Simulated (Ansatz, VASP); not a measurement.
Two plane-wave programs on Se

```
CELL_PARAMETERS angstrom
4.09729 0.00000 0.00000
-2.04865 3.54836 0.00000
0.00000 0.00000 4.26163
ATOMIC_POSITIONS crystal
Se 0.33333 0.66667 0.00000
Se 0.66667 0.33333 0.00000
```

Alike in both runs: task single point; functional PBE; k mesh 6 × 6 × 4; occupations gaussian, width 0.1 eV; no spin polarisation.

|  | VASP | Ansatz |
| --- | --- | --- |
| version | VASP 6.6.1 | Ansatz 0.2.0 |
| potentials or method | VASP PAW PBE potentials, release 64 (Se), cutoff 520 eV | scalar-relativistic, plane waves, PAW |
| valence electrons in the cell | 12 | 32 |

|  | VASP | Ansatz | Ansatz less VASP |
| --- | --- | --- | --- |
| gap on the k mesh at the Fermi level (eV) | none | none | - |
| pressure (GPa) | 13.6 | 13.4 | -0.15 |
| traceless stress, the component that is largest in VASP (GPa) | -13.41 | -13.27 | +0.137 |

A gap of «none» marks a metal or a gap that the smearing closes. VASP's potentials hold 12 valence electrons a cell and Ansatz's 32, so a difference there can come from the potentials and not from the codes.

The k mesh is coarse, so the values compare programs but aren't converged.
